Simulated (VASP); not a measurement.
Crystal: NaI.

```
CELL_PARAMETERS angstrom
0.00000 3.26537 3.26537
3.26537 0.00000 3.26537
3.26537 3.26537 0.00000
ATOMIC_POSITIONS crystal
Na 0.00000 0.00000 0.00000
I 0.50000 0.50000 0.50000
```

Base run:

* Program: VASP 6.6.1
* Functional: revPBE
* Potentials or basis: VASP PAW PBE potentials, release 64 (Na_pv, I)
* Cutoff: 500 eV
* k mesh: 5 × 5 × 5
* Occupations: fermi-dirac, width 0.1 eV
* Spin: no spin polarisation

Its results: band gap on the k mesh 3.79 eV, direct; pressure 1.0 GPa.

Question: The run is repeated on the same cell with these changes: functional from revPBE to PBE. What comes out?

Answer: Band gap on the k mesh 3.57 eV, direct; pressure 0.0 GPa.

PBE binds more tightly than revPBE, so the same cell stands under less pressure.

Caveats: spin-orbit coupling is left out, which moves the levels of the heavy elements; the PAW data sets were made with another functional, which shifts forces and pressure a little (some runs).

